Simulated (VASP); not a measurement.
The system is AlNi.

```
Ni Al
1.0
     2.88100    0.00000    0.00000
     0.00000    2.88100    0.00000
     0.00000    0.00000    2.93862
Ni Al
1 1
Direct
  0.50000 0.50000 0.50000
  0.00000 0.00000 0.00000
```

Base run:

- Program: VASP 6.6.1
- Functional: PBEsol
- Potentials or basis: VASP PAW PBE potentials, release 64 (Ni, Al)
- Cutoff: 520 eV
- k mesh: 8 × 8 × 8
- Occupations: fermi-dirac, width 0.05 eV
- Spin: collinear spin, ferromagnetic start
- Starting moments: [1.0, 0.0] μB

Its results: pressure -5.9 GPa; net moment 0.00 μB per cell.

The run is repeated on the same cell with these changes: functional from PBEsol to PBE. What comes out?

Pressure -1.0 GPa; net moment 0.00 μB per cell.

PBE binds less tightly than PBEsol, so the same cell stands under more pressure.

Caveats: the PAW data sets were made with another functional, which shifts forces and pressure a little (some runs).
